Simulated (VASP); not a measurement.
The system is NaCl.

```
Na Cl
1.0
     0.00000    3.01009    3.01009
     3.01009    0.00000    3.01009
     3.01009    3.01009    0.00000
Na Cl
1 1
Direct
  0.00000 0.00000 0.00000
  0.25000 0.25000 0.25000
```

This cell differs from its parent crystal: strain -2.5%.

Base run:

```yaml
Program: VASP 6.6.1
Functional: r2SCAN
Potentials_or_basis: VASP PAW PBE potentials, release 64 (Na_pv, Cl)
Cutoff: 550 eV
k_mesh: 8 × 8 × 8
Occupations: gaussian, width 0.01 eV
Spin: no spin polarisation
```

Its results: band gap on the k mesh 5.75 eV; pressure 1.6 GPa.

Problem. After a change of settings the same cell gave: band gap on the k mesh 6.44 eV; pressure 2.0 GPa. Which change was it?
A. functional from r2SCAN to HSE06; cutoff from 550 eV to 400 eV; k mesh from 8 × 8 × 8 to 6 × 6 × 6
B. functional from r2SCAN to PBE; cutoff from 550 eV to 500 eV; occupations from gaussian, width 0.01 eV to fermi-dirac, width 0.02 eV
C. functional from r2SCAN to PBE; cutoff from 550 eV to 500 eV; k mesh from 8 × 8 × 8 to 4 × 4 × 4

Solution. A.

Caveats: the PAW data sets were made with another functional, which shifts forces and pressure a little.
